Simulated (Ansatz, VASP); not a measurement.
InBS3: VASP beside Ansatz

```xyz
5
Lattice="5.0596 0.0000 0.0000 0.0000 5.0596 0.0000 0.0000 0.0000 4.9917" Properties=species:S:1:pos:R:3 pbc="T T T"
In    0.0000    0.0000    0.0000
B     2.5298    2.5298    2.4958
S     0.0000    0.0000    2.4958
S     0.0000    2.5298    0.0000
S     2.5298    0.0000    0.0000
```

Alike in both runs: functional PBE; k mesh 4 × 4 × 2; occupations gaussian, width 0.1 eV; no spin polarisation.

Ansatz relaxed the structure, and its values are those at the end. VASP's run is a single point on that final structure, the one shown.

```csv
,VASP,Ansatz
version,VASP 6.6.1,Ansatz 0.2.0
potentials or method,"VASP PAW PBE potentials, release 64 (In_d, B, S), cutoff 520 eV","scalar-relativistic, plane waves, PAW"
valence electrons in the cell,34,34
```

Ansatz gave:

- gap on the k mesh at the Fermi level (eV): none
- pressure (GPa): -0.1

Estimate VASP's values.

gap on the k mesh at the Fermi level (eV): none; pressure (GPa): -0.2.

A gap of «none» marks a metal or a gap that the smearing closes.

The k mesh is coarse, so the values compare programs but aren't converged.
